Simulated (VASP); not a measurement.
Here is a VASP 6.6.1 calculation.

Contents of INCAR:

```
SYSTEM = Na
ALGO = Normal
EDIFF = 1E-7
EDIFFG = -0.005
ENCUT = 600
GGA = PS
IBRION = 2
ISIF = 3
ISMEAR = -1
LASPH = .True.
LCHARG = .False.
LREAL = .False.
LWAVE = .False.
NELM = 80
NSW = 80
PREC = Accurate
PSTRESS = 300.0
SIGMA = 0.05
```

File KPOINTS:

```
k-points
0
Gamma
  8 8 3
  0 0 0
```

Contents of POSCAR:

```
Na
1.0
    3.7003831212      0.0000000000      0.0000000000
   -1.8501915606      3.2046257867      0.0000000000
    0.0000000000      0.0000000000     12.5373215400
Na
4
Direct
    0.6666666667      0.3333333333      0.7500000000
    0.0000000000      0.0000000000      0.5000000000
    0.3333333333      0.6666666667      0.2500000000
    0.0000000000      0.0000000000      0.0000000000
```

Potentials or basis: VASP PAW PBE potentials, release 64 (Na_pv).

The run is started by

```sh
$ cat potpaw_PBE.64/Na_pv/POTCAR > POTCAR
$ mpirun -np 1 vasp_std > vasp.out
```

**Question.** Predict the relaxed cell.

**Answer.** a = 2.849 Å, b = 2.849 Å, c = 9.107 Å, α = 90.00°, β = 90.00°, γ = 120.00°.

**Question.** What does it give for the band gap on the k mesh?

**Answer.** Zero (bands 14 and 15 overlap by 5.16 eV).

**Question.** Predict the relaxed volume.

**Answer.** 16.00 Å³/atom.

**Question.** Estimate the space group after relaxing (to 0.1 Å).

**Answer.** P6_3/mmc (No. 194).

Final structure:
```xyz
4
Lattice="2.8487 0.0000 0.0000 -1.4243 2.4670 0.0000 0.0000 0.0000 9.1065" Properties=species:S:1:pos:R:3 pbc="T T T"
Na    1.4243    0.8223    6.8299
Na    0.0000    0.0000    4.5533
Na    0.0000    1.6447    2.2766
Na    0.0000    0.0000    0.0000
```

Caveat: the cell is relaxed towards a set pressure, so the run minimises the enthalpy, not the energy; the volume moved by over 15 % at a fixed basis, so the end points are rough; the PAW data sets were made with another functional, which shifts forces and pressure a little.
